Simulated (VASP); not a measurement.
# SnSe2 (Cm) in VASP: notebook

Runs on SnSe2. Level: r2SCAN. Tasks: single point.

Everything below comes from runs of VASP 6.6.1. Logs are shortened: lines on timing, memory, paths and dates and some standing lists are left out, and cuts for length are marked.

### Step 1. The cell of the first run

Symmetry: Cm, No. 8, monoclinic system. Conventional cell: a = 6.652 Å, b = 3.841 Å, c = 6.523 Å, α = 90.00°, β = 90.00°, γ = 90.00°. Sn (site symmetry m) has 6 Se at 2.62 to 2.82 Å within 3.5 Å. Se (site symmetry m) has 3 Sn at 2.72 to 2.82 Å within 3.6 Å. Se (site symmetry m) has 3 Sn at 2.62 to 2.72 Å within 3.5 Å.

### Step 2. Single point, r2SCAN

File POSCAR:

```
SnSe2
1.0
    3.8405676479      0.0000000000      0.0000000000
   -1.9202838240      3.3260291481      0.0000000000
    0.0000000000      0.0000000000      6.5233023644
Sn Se
1 2
Direct
    0.0000000000      0.0000000000      0.0000000000
    0.3455920608      0.6911841216      0.2501450369
    0.6789253942      0.3578507883      0.7676010875
```

File INCAR.step1:

```
SYSTEM = SnSe2
PREC     = Accurate       ! precision mode
ENCUT    = 520            ! plane-wave cutoff, eV
ISMEAR   = 0              ! smearing method
SIGMA    = 0.05           ! smearing width, eV
LREAL    = .False.        ! projectors in reciprocal space
LASPH    = .True.         ! aspherical terms in the spheres
NELM     = 100            ! most SCF steps
NBANDS   = 20             ! bands
GGA      = PE             ! functional
ALGO     = Normal         ! electronic algorithm
EDIFF    = 1E-4           ! SCF threshold, eV
LWAVE    = .True.         ! write WAVECAR
LCHARG   = .False.        ! write CHGCAR
```

File INCAR.step2:

```
SYSTEM = SnSe2
PREC     = Accurate       ! precision mode
ENCUT    = 520            ! plane-wave cutoff, eV
EDIFF    = 1E-7           ! SCF threshold, eV
ISMEAR   = 0              ! smearing method
SIGMA    = 0.05           ! smearing width, eV
LREAL    = .False.        ! projectors in reciprocal space
LASPH    = .True.         ! aspherical terms in the spheres
NELM     = 100            ! most SCF steps
ALGO     = Normal         ! electronic algorithm
ISIF     = 2              ! what is computed and relaxed
LWAVE    = .False.        ! write WAVECAR
LCHARG   = .True.         ! write CHGCAR
METAGGA  = R2SCAN         ! meta-GGA
LMIXTAU  = .True.       
LELF     = .True.         ! ELF
LVHAR    = .True.       
NBANDS   = 20             ! bands
ISTART   = 1
```

File KPOINTS:

```
regular mesh
0
Gamma
  12 12 4
  0 0 0
```

Potentials or basis: VASP PAW PBE potentials, release 64 (Sn_d, Se).

On the command line:

```
cat potpaw_PBE.64/Sn_d/POTCAR potpaw_PBE.64/Se/POTCAR > POTCAR
cp INCAR.step1 INCAR
mpirun -np 1 vasp_std > vasp.out
cp INCAR.step2 INCAR
mpirun -np 1 vasp_std > vasp.out
```

OUTCAR:

```text
SYSTEM = SnSe2
   PREC = Accurate
   ENCUT = 520
   EDIFF = 1E-7
   ISMEAR = 0
   LREAL = .False.
   LASPH = .True.
   NELM = 100
   ISIF = 2
   METAGGA = R2SCAN
   ISTART = 1

 ion  position               nearest neighbor table
   1  0.000  0.000  0.000-   3 2.62   3 2.72   3 2.72   2 2.72   2 2.72   2 2.82
   2  0.346  0.691  0.250-   1 2.72   1 2.72   1 2.82
   3  0.679  0.358  0.768-   1 2.62   1 2.72   1 2.72

  LATTYP: Found a hexagonal cell.
 ALAT       =     3.8405676479
 C/A-ratio  =     1.6985255729

  Lattice vectors:

 A1 = (   3.8405676479,   0.0000000000,   0.0000000000)
 A2 = (  -1.9202838240,   3.3260291481,   0.0000000000)
 A3 = (   0.0000000000,   0.0000000000,   6.5233023644)

Analysis of symmetry for initial positions (statically):
=====================================================================
 Subroutine PRICEL returns:
 Original cell was already a primitive cell.

 Routine SETGRP: Setting up the symmetry group for a
 hexagonal supercell.

 Subroutine GETGRP returns: Found  2 space group operations
 (whereof  2 operations were pure point group operations)
 out of a pool of 24 trial point group operations.

The static configuration has the point symmetry C_1h.

Analysis of symmetry for dynamics (positions and initial velocities):
=====================================================================
 Subroutine PRICEL returns:
 Original cell was already a primitive cell.

 Routine SETGRP: Setting up the symmetry group for a
 hexagonal supercell.

 Subroutine GETGRP returns: Found  2 space group operations
 (whereof  2 operations were pure point group operations)
 out of a pool of 24 trial point group operations.

The dynamic configuration has the point symmetry C_1h.

 Subroutine INISYM returns: Found  2 space group operations
 (whereof  2 operations are pure point group operations),
 and found     1 'primitive' translations

----------------------------------------------------------------------------------------

                                     Primitive cell

  volume of cell :      83.3276

  direct lattice vectors                    reciprocal lattice vectors
     3.840567648  0.000000000  0.000000000     0.260378176  0.150329410  0.000000000
    -1.920283824  3.326029148  0.000000000     0.000000000  0.300658820  0.000000000
     0.000000000  0.000000000  6.523302364     0.000000000  0.000000000  0.153296589

  length of vectors
     3.840567648  3.840567648  6.523302364     0.300658820  0.300658820  0.153296589

  position of ions in fractional coordinates (direct lattice)
     0.000000000  0.000000000  0.000000000
     0.345592061  0.691184122  0.250145037
     0.678925394  0.357850788  0.767601087

  ion indices of the primitive-cell ions
   primitive index   ion index
                 1           1
                 2           2
                 3           3

----------------------------------------------------------------------------------------

 KPOINTS: regular mesh

Automatic generation of k-mesh.
 Grid dimensions read from file:
 generate k-points for:   12   12    4

 Generating k-lattice:

  Cartesian coordinates                     Fractional coordinates (reciprocal lattice)
     0.021698181  0.012527451  0.000000000     0.083333333  0.000000000  0.000000000
     0.000000000  0.025054902  0.000000000     0.000000000  0.083333333  0.000000000
     0.000000000  0.000000000  0.038324147     0.000000000  0.000000000  0.250000000

  Length of vectors
     0.025054902  0.025054902  0.038324147

  Shift w.r.t. Gamma in fractional coordinates (k-lattice)
     0.000000000  0.000000000  0.000000000

 Subroutine IBZKPT returns following result:
 ===========================================

 Found    164 irreducible k-points:

 Following reciprocal coordinates:
            Coordinates               Weight
  0.000000  0.000000  0.000000      1.000000
  0.083333 -0.000000  0.000000      4.000000
  0.000000  0.083333  0.000000      2.000000
  0.166667 -0.000000  0.000000      4.000000
  0.000000  0.166667  0.000000      2.000000
  0.250000 -0.000000  0.000000      4.000000
[... 16 lines left out ...]
 -0.083333  0.416667  0.000000      4.000000
 -0.416667  0.333333  0.000000      4.000000
 [... further k-points ...]
   k-points           NKPTS =    164   k-points in BZ     NKDIM =    164   number of bands    NBANDS=     20
   number of dos      NEDOS =    301   number of ions     NIONS =      3
   total plane-waves  NPLWV =  45000
   dimension x,y,z NGX =    30 NGY =   30 NGZ =   50
   dimension x,y,z NGXF=    60 NGYF=   60 NGZF=  100
   ions per type =               1   2
   NGX,Y,Z   is equivalent  to a cutoff of  12.99, 12.99, 12.74 a.u.
   NGXF,Y,Z  is equivalent  to a cutoff of  25.97, 25.97, 25.48 a.u.
 SYSTEM =  SnSe2
   PREC   = accura    normal or accurate (medium, high low for compatibility)
   ISTART =      1    job   : 0-new  1-cont  2-samecut
   ICHARG =      0    charge: 1-file 2-atom 10-const
   ISPIN  =      1    spin polarized calculation?
   LNONCOLLINEAR =      F non collinear calculations
   LSORBIT =      F    spin-orbit coupling
   LASPH  =      T    aspherical Exc in radial PAW
   ENCUT  =  520.0 eV  38.22 Ry    6.18 a.u.   7.14  7.14 12.13*2*pi/ulx,y,z
   NELM   =    100;   NELMIN=  2; NELMDL=  0     # of ELM steps
   EDIFF  = 0.1E-06   stopping-criterion for ELM
   LREAL  =      F    real-space projection
   EDIFFG = 0.1E-05   stopping-criterion for IOM
   NSW    =      0    number of steps for IOM
   IBRION =     -1    ionic relax: 0-MD 1-quasi-New 2-CG
   NFREE  =      0    steps in history (QN), initial steepest desc. (CG)
   ISIF   =      2    stress and relaxation
   ISYM   =      2    0-nonsym 1-usesym 2-fastsym
   POTIM  = 0.5000    time-step for ionic-motion
   TEBEG  =    0.0;   TEEND  =   0.0 temperature during run
   PSTRESS=    0.0 pullay stress
   NELECT =      26.0000    total number of electrons
   NUPDOWN=      -1.0000    fix difference up-down
   EMIN   =  10.00;   EMAX   =-10.00  energy-range for DOS
   EFERMI =   0.00;   METHOD = LEGACY
   ISMEAR =     0;   SIGMA  =   0.05  broadening in eV -4-tet -1-fermi 0-gaus
   EFERMI_NEDOS =   21; number of points for ismear=-14 and -15
   IALGO  =     38    algorithm
   IMIX   =      4    mixing-type and parameters
     AMIX     =   0.40;   BMIX     =  1.00
     AMIX_MAG =   1.60;   BMIX_MAG =  1.00
  volume/ion in A,a.u.               =      27.78       187.44
  Fermi-wavevector in a.u.,A,eV,Ry     =   1.110375  2.098304 16.775063  1.232932
  Thomas-Fermi vector in A             =   2.246926
   LORBIT       =      0    0 simple, 1 ext, 2 COOP (PROOUT), +10 PAW based schemes
   METAGGA = R2SCAN    functional components
   LHFCALC =     F    Hartree Fock is set to
   AEXX    =    0.0000 exact exchange contribution
   IVDW    =     0    specifies the selected vdW correction
   LEPSILON=     F    determine dielectric tensor
   LRPA    =     F    only Hartree local field effects (RPA)
 non-spin polarized calculation
 Gauss-broadening in eV      SIGMA  =   0.05
  energy-cutoff  :      520.00
  volume of cell :       83.33
 maximum number of plane-waves:      2274
 NGX is ok and might be reduce to    30
   NGX = 15   NGY = 15   NGZ = 25

 number of electron      25.9999987 magnetization

 Free energy of the ion-electron system (eV)
  ---------------------------------------------------
  ext. energy  EPLUGINS =         0.00000000
  ---------------------------------------------------
  free energy    TOTEN  =       -54.59471807 eV

  energy without entropy =      -54.59471807  energy(sigma->0) =      -54.59471807

 E-fermi :   3.3800     XC(G=0):  -9.5873

 val. band max:        3.1036941824   @ k =   0.0833  -0.0000   0.2500
 cond. band min:       4.0477316352   @ k =   0.5000  -0.0000   0.5000
 fundamental gap:      0.9440374528
 Fermi energy:         3.3800159722

 k-point     1 :       0.0000    0.0000    0.0000
  band No.  band energies     occupation
      1     -18.7945      2.00000
      2     -18.7886      2.00000
      3     -18.7344      2.00000
      4     -18.7280      2.00000
      5     -18.7273      2.00000
      6     -11.1078      2.00000
[... 12 lines left out ...]
     19      12.5612      0.00000
     20      12.6102      0.00000

 k-point     2 :       0.0833   -0.0000    0.0000
  band No.  band energies     occupation
      1     -18.7954      2.00000
      2     -18.7889      2.00000
      3     -18.7328      2.00000
      4     -18.7287      2.00000
      5     -18.7272      2.00000
      6     -11.0391      2.00000
[... 12 lines left out ...]
     19      11.9029      0.00000
     20      12.6905      0.00000

 k-point     3 :       0.0000    0.0833    0.0000
  band No.  band energies     occupation
      1     -18.7979      2.00000
      2     -18.7863      2.00000
      3     -18.7325      2.00000
      4     -18.7294      2.00000
      5     -18.7268      2.00000
      6     -11.0384      2.00000
[... 12 lines left out ...]
     19      11.8946      0.00000
     20      12.7193      0.00000

 k-point     4 :       0.1667   -0.0000    0.0000
  band No.  band energies     occupation
      1     -18.8041      2.00000
      2     -18.7846      2.00000
      3     -18.7340      2.00000
      4     -18.7262      2.00000
      5     -18.7247      2.00000
      6     -10.8380      2.00000
[... 12 lines left out ...]
     19      12.0277      0.00000
     20      12.6956      0.00000

 k-point     5 :       0.0000    0.1667    0.0000
  band No.  band energies     occupation
      1     -18.8080      2.00000
      2     -18.7805      2.00000
      3     -18.7336      2.00000
      4     -18.7265      2.00000
      5     -18.7250      2.00000
      6     -10.8352      2.00000
[... 12 lines left out ...]
     19      12.0211      0.00000
     20      12.7177      0.00000
[... 353 lines left out ...]
      6     -10.2912      2.00000
[... 12 lines left out ...]
     19      11.7517      0.00000
     20      13.0092      0.00000

 k-point    22 :       0.3333    0.0833    0.0000
  band No.  band energies     occupation
      1     -18.8372      2.00000
      2     -18.7764      2.00000
      3     -18.7437      2.00000
      4     -18.7134      2.00000
      5     -18.7049      2.00000
      6      -9.8934      2.00000
[... 12 lines left out ...]
     19      12.4876      0.00000
     20      13.2759      0.00000

 k-point    23 :      -0.0833    0.4167    0.0000
  band No.  band energies     occupation
      1     -18.8414      2.00000
      2     -18.7720      2.00000
      3     -18.7430      2.00000
      4     -18.7142      2.00000
      5     -18.7050      2.00000
      6      -9.8775      2.00000
[... 12 lines left out ...]
     19      12.4718      0.00000
     20      13.2779      0.00000

 k-point    24 :      -0.4167    0.3333    0.0000
  band No.  band energies     occupation
      1     -18.8360      2.00000
      2     -18.7776      2.00000
      3     -18.7437      2.00000
      4     -18.7144      2.00000
      5     -18.7039      2.00000
      6      -9.8979      2.00000
[... 12 lines left out ...]
     19      12.4760      0.00000
     20      13.2721      0.00000

 [... further k-points ...]

------------------------ aborting loop because EDIFF is reached ----------------------------------------

  FORCE on cell =-STRESS in cart. coord.  units (eV):
  Direction    XX          YY          ZZ          XY          YZ          ZX
  --------------------------------------------------------------------------------------
  -------------------------------------------------------------------------------------
  Total        0.0043323      0.3149886      0.1147271     -0.0000000      0.2222335     -0.0000000
  in kB        0.0832985      6.0564273      2.2059090     -0.0000000      4.2729833     -0.0000000
  external PRESSURE =       2.7818783 kB  Pullay stress =       0.0000000 kB

 VOLUME and BASIS-vectors are now :
 -----------------------------------------------------------------------------
  energy-cutoff  :      520.00
  volume of cell :       83.33
      direct lattice vectors                 reciprocal lattice vectors
     3.840567648  0.000000000  0.000000000     0.260378176  0.150329410  0.000000000
    -1.920283824  3.326029148  0.000000000     0.000000000  0.300658820  0.000000000
     0.000000000  0.000000000  6.523302364     0.000000000  0.000000000  0.153296589

 POSITION                                       TOTAL-FORCE (eV/Angst)
 -----------------------------------------------------------------------------------
      0.00000      0.00000      0.00000        -0.000000      0.450879      0.921891
     -0.00000      2.29890      1.63177         0.000000     -0.147239     -0.401512
      1.92028      1.19022      5.00729         0.000000     -0.303640     -0.520379
 -----------------------------------------------------------------------------------
    total drift:                               -0.000007     -0.000056     -0.000020

  FREE ENERGIE OF THE ION-ELECTRON SYSTEM (eV)
  ---------------------------------------------------
  free  energy   TOTEN  =       -54.5947180666 eV

  energy  without entropy=      -54.5947180666  energy(sigma->0) =      -54.59471807
```

Run time: 8.1 min. Hardware: 1 thread of Intel Xeon 6975P-C (Granite Rapids), shared host; peak memory 0.41 GiB.

Results:

```yaml
Free_energy: -54.5947 eV
Pressure: 0.3 GPa
Largest_force: 1.026 eV/Å
Band_gap_on_the_k_mesh: 0.94 eV (least direct gap 1.41 eV)
```

Forces on the atoms (eV/Å):
```
Sn   0.000  0.451  0.922
Se   0.000 -0.147 -0.402
Se   0.000 -0.304 -0.520
```

Levels at points of the mesh, in eV from the valence-band top:
```csv
k point,band 11,band 12,band 13,band 14,band 15,band 16
"(0.00, 0.00, 0.00)",-0.35,-0.25,-0.05,1.40,3.54,4.95
"(0.50, 0.00, 0.00)",-2.52,-1.02,-0.31,1.23,4.25,5.83
"(0.00, 0.50, 0.00)",-2.51,-1.03,-0.33,1.26,4.28,5.91
"(0.00, 0.00, 0.50)",-0.69,-0.17,0.00,2.50,3.52,4.79
"(0.50, 0.00, 0.50)",-2.10,-0.77,-0.53,0.94,4.62,5.21
"(0.00, 0.50, 0.50)",-2.10,-0.77,-0.55,0.95,4.65,5.25
```

Caveat: the cell differs from its parent crystal (all Se atoms moved -0.100 Å, as atom 2 towards its neighbour atom 1 (Sn) at 2.719 Å); the PAW data sets were made with another functional, which shifts forces and pressure a little; spin-orbit coupling is left out, which moves the levels of the heavy elements. A k mesh can miss the band edges.

(Continued in part 2 of 2.)
